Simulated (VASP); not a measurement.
# CaSe: single point with PBEsol

The system is CaSe.

```
Ca Se
1.0
     4.66690    0.00000    0.00000
     2.33345    4.04166    0.00000
     2.33345    1.34722    3.81051
Ca Se
1 1
Direct
  0.00000 0.00000 0.00000
  0.75000 0.75000 0.75000
```

```json
{
 "Program": "VASP 6.6.1",
 "Task": "single point",
 "Functional": "PBEsol",
 "Potentials or basis": "VASP PAW PBE potentials, release 64 (Ca_sv, Se)",
 "Cutoff": "520 eV",
 "k mesh": "2 × 2 × 2",
 "Occupations": "gaussian, width 0.01 eV",
 "Spin": "no spin polarisation",
 "Dipole correction": "no",
 "Further INCAR settings": "ALGO = Normal; EDIFF = 1e-07; NBANDS = 15"
}
```

```yaml
Pressure: -0.8 GPa
Band_gap_on_the_k_mesh: 3.00 eV, indirect (least direct gap 3.08 eV)
```

Levels at points of the mesh, in eV from the valence-band top:
| k point | band 4 | band 5 | band 6 | band 7 | band 8 | band 9 | band 10 | band 11 | band 12 | band 13 |
| --- | --- | --- | --- | --- | --- | --- | --- | --- | --- | --- |
| (0.00, 0.00, 0.00) | -20.04 | -10.27 | -0.08 | -0.08 | -0.08 | 3.00 | 5.29 | 5.29 | 7.29 | 7.29 |
| (0.50, 0.00, 0.00) | -20.05 | -10.02 | -1.23 | 0.00 | 0.00 | 4.96 | 5.39 | 5.39 | 5.65 | 6.27 |
| (0.50, 0.50, 0.00) | -20.05 | -9.94 | -1.24 | -0.03 | -0.03 | 3.43 | 4.86 | 6.01 | 6.01 | 6.03 |

It took 9.7 s on 1 thread of Intel(R) Xeon(R) Platinum 8259CL CPU @ 2.50GHz (Skylake/Cascade Lake), with other jobs on the host, peak memory 0.2 GiB.

Caveat: the k points lie up to 0.82 Å⁻¹ apart; the PAW data sets were made with another functional, which shifts forces and pressure a little. A k mesh can miss the band edges.
